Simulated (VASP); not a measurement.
BiPdCl:

```xyz
6
Lattice="3.9955 0.0000 0.0000 0.0000 3.9955 0.0000 0.0000 0.0000 7.5698" Properties=species:S:1:pos:R:3 pbc="T T T"
Bi    0.0000    1.9977    1.2944
Bi    1.9977    0.0000    6.2754
Pd    0.0000    0.0000    0.0000
Pd    1.9977    1.9977    0.0000
Cl    0.0000    1.9977    4.9204
Cl    1.9977    0.0000    2.6494
```

Program: VASP 6.6.1. Alike in all runs: task single point; potentials or basis VASP PAW PBE potentials, release 64 (Bi_d, Pd, Cl); no spin polarisation; cell as given; k mesh 5 × 5 × 3; cutoff (eV) 520; smearing methfessel-paxton 0.0216 eV.

Question: Order these runs on this cell by their pressure, lowest first.
A. level PBE
B. level RPBE
C. level revPBE+D3(BJ)

Answer: C (43.1 GPa), A (47.9 GPa), B (50.9 GPa).

Caveats: the PAW data sets were made with another functional, which shifts forces and pressure a little (some runs); pairwise dispersion overbinds metals, which lowers pressure and volume (some runs).
